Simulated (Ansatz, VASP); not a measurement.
## GaN: VASP beside Ansatz

```xyz
2
Lattice="-0.0112 2.2490 2.2490 2.2490 -0.0112 2.2490 2.2377 2.2377 0.0000" Properties=species:S:1:pos:R:3 pbc="T T T"
Ga    0.0000    0.0000   -0.0033
N     1.1189    1.1189    1.1277
```

Change from the starting cell: shear_xy strain -1.0%.

Alike in both runs: task single point; functional HSE06; k mesh 6 × 6 × 6; no spin polarisation.

|  | VASP | Ansatz |
| --- | --- | --- |
| version | VASP 6.6.1 | Ansatz 0.2.0 |
| potentials or method | VASP PAW PBE potentials, release 64 (Ga_d, N) | plane waves, PAW |
| plane-wave cutoff (eV) | 520 | 420 |
| occupations | gaussian, width 0.01 eV | fixed |
| valence electrons in the cell | 18 | 18 |

```tsv
	VASP	Ansatz	Ansatz less VASP
gap on the k mesh at the Fermi level (eV)	2.99	2.97	-0.016
pressure (GPa)	-0.1	0.0	+0.10
traceless stress, the component that is largest in VASP (GPa)	1.64	1.64	-0.004
```

Ansatz's warnings: stress exchange threshold loose, stress scf threshold loose.
